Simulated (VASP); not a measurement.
Write the native input for VASP 6.6.1 that does the following.

- Task: single point
- Functional: PBE
- Potentials or basis: VASP PAW PBE potentials, release 64 (Al, Cd)
- Cutoff: 520 eV
- k mesh: 6 × 6 × 6
- Occupations: gaussian, width 0.1 eV
- Spin: no spin polarisation
- Dipole correction: no
- Further INCAR settings: ALGO = Normal; EDIFF = 1e-07; NBANDS = 20

The structure of Al4Cd lies in POSCAR:

```
Al4Cd
1.0
    0.0000000000      3.0285678500      3.0285678500
    3.0285678500      0.0000000000      3.0285678500
    3.0285678500      3.0285678500      0.0000000000
Al Cd
4 1
Direct
    0.8662360800      0.8662360800      0.8662360800
    0.8662360800      0.8662360800      0.4012917500
    0.8662360800      0.4012917500      0.8662360800
    0.4012917500      0.8662360800      0.8662360800
    0.2500000000      0.2500000000      0.2500000000
```

These files were run (other wordings do the same):

INCAR

```
SYSTEM = Al4Cd
PREC     = Accurate       ! precision mode
ENCUT    = 520            ! plane-wave cutoff, eV
EDIFF    = 1E-7           ! SCF threshold, eV
ISMEAR   = 0              ! smearing method
SIGMA    = 0.1            ! smearing width, eV
LREAL    = .False.        ! projectors in reciprocal space
LASPH    = .True.         ! aspherical terms in the spheres
NELM     = 100            ! most SCF steps
ALGO     = Normal         ! electronic algorithm
ISIF     = 2              ! what is computed and relaxed
LWAVE    = .False.        ! write WAVECAR
LCHARG   = .False.        ! write CHGCAR
GGA      = PE             ! functional
NBANDS   = 20             ! bands
```

KPOINTS

```
Automatic mesh
0
Gamma
  6 6 6
  0 0 0
```

Potentials or basis: VASP PAW PBE potentials, release 64 (Al, Cd).

Run with:

```bash
$ cat potpaw_PBE.64/Al/POTCAR potpaw_PBE.64/Cd/POTCAR > POTCAR
$ mpirun -np 1 vasp_std > vasp.out
```

It gave:

```
Pressure               : 165.6 GPa
Largest force          : 10.472 eV/Å
Band gap on the k mesh : zero (band 12 reaches 14.78 eV, above the bottom of band 13 at 11.40 eV)
```

Caveat: forces of over 1 eV/Å act on the atoms, so gaps and moduli don't describe the material at rest.

Wall time 21 s on 1 thread of AMD EPYC 9R45 (Zen 5), with other jobs on the host, peak memory 0.14 GiB.
